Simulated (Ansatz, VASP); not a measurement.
This is a calculation of InAs for Ansatz 0.2.0.

File input.yaml:

```yaml
crystal:
  lattice:
    - [0.0, 3.018, 3.018]
    - [3.018, 0.0, 3.018]
    - [3.018, 3.018, 0.0]
  atoms:
    - { symbol: In, position: [0.0, 0.0, 0.0] }
    - { symbol: As, position: [0.75, 0.75, 0.75] }
hamiltonian:
  xc: pbe
  pseudopotentials: { kind: paw }
kpoints:
  mp_grid: { grid: [8, 8, 8] }
scf:
  occupations: { method: gaussian, width: 0.026 }
output:
  forces: true
  stress: true
  eigenvalues: true
```

Potentials or basis: Ansatz PAW.

Launch:

```bash
$ ansatz run input.yaml --threads 2 --pin off --max-ram 5632MiB --backend cpu --events-out ev --progress --plain --runs-dir out
```

Problem. Set up the same calculation for VASP 6.6.1. Potentials there: VASP PAW PBE potentials, release 64 (In_d, As).

Solution. As run (the cutoff follows the program's own potentials):

INCAR

```
SYSTEM = InAs
PREC     = Accurate       ! precision mode
ENCUT    = 520            ! plane-wave cutoff, eV
EDIFF    = 1E-6           ! SCF threshold, eV
ISMEAR   = 0              ! smearing method
SIGMA    = 0.026000000000000002 ! smearing width, eV
LREAL    = .False.        ! projectors in reciprocal space
LASPH    = .True.         ! aspherical terms in the spheres
NELM     = 60             ! most SCF steps
ALGO     = Normal         ! electronic algorithm
ISIF     = 2              ! what is computed and relaxed
LWAVE    = .False.        ! write WAVECAR
LCHARG   = .True.         ! write CHGCAR
GGA      = PE             ! functional
LELF     = .True.         ! ELF
LVHAR    = .True.       
NBANDS   = 16             ! bands
```

KPOINTS

```
Automatic mesh
0
Gamma
  8 8 8
  0 0 0
```

The input POSCAR:

```
InAs
1.0
    0.0000000000      3.0180000000      3.0180000000
    3.0180000000      0.0000000000      3.0180000000
    3.0180000000      3.0180000000      0.0000000000
In As
1 1
Direct
    0.0000000000      0.0000000000      0.0000000000
    0.7500000000      0.7500000000      0.7500000000
```

Potentials or basis: VASP PAW PBE potentials, release 64 (In_d, As).

Command:

```console
$ cat potpaw_PBE.64/In_d/POTCAR potpaw_PBE.64/As/POTCAR > POTCAR
$ mpirun -np 1 vasp_std > vasp.out
```

Both were run:

|  | VASP | Ansatz | Ansatz less VASP |
| --- | --- | --- | --- |
| gap on the k mesh at the Fermi level (eV) | none | none | - |
| pressure (GPa) | 4.4 | 4.3 | -0.06 |

A gap of «none» marks a metal or a gap that the smearing closes. VASP's potentials hold 18 valence electrons a cell and Ansatz's 28, so a difference there can come from the potentials and not from the codes.
